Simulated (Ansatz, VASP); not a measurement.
Ag3Sb2: VASP beside Ansatz

```
Ag Sb
1.0
     4.21222    0.00000    0.00000
     0.00000    4.21222    0.00000
     0.00000    0.00000    6.69108
Ag Sb
3 2
Direct
  0.50000 0.00000 0.98245
  0.00000 0.50000 0.98245
  0.00000 0.00000 0.28543
  0.00000 0.00000 0.69924
  0.50000 0.50000 0.32044
```

Change from the starting cell: species swapped into the Cu3Te2 type (P4mm, No. 99).

Alike in both runs: functional PBE; k mesh 4 × 4 × 3; occupations gaussian, width 0.2 eV; no spin polarisation.

Ansatz relaxed the structure, and its values are those at the end. VASP's run is a single point on that final structure, the one shown.

|  | VASP | Ansatz |
| --- | --- | --- |
| version | VASP 6.6.1 | Ansatz 0.2.0 |
| potentials or method | VASP PAW PBE potentials, release 64 (Ag, Sb), cutoff 500 eV | scalar-relativistic, plane waves, PAW |
| valence electrons in the cell | 43 | 87 |

VASP gave:

* gap on the k mesh at the Fermi level (eV): none
* pressure (GPa): -0.1
* rms of the force components (eV/Å): 0.027

**Question.** What did Ansatz give for the same quantities?

**Answer.** gap on the k mesh at the Fermi level (eV): none; pressure (GPa): 0.0; rms of the force components (eV/Å): 0.026.

A gap of «none» marks a metal or a gap that the smearing closes. VASP's potentials hold 43 valence electrons a cell and Ansatz's 87, so a difference there can come from the potentials and not from the codes.

The k mesh is coarse, so the values compare programs but aren't converged. Spin-orbit coupling is off throughout.
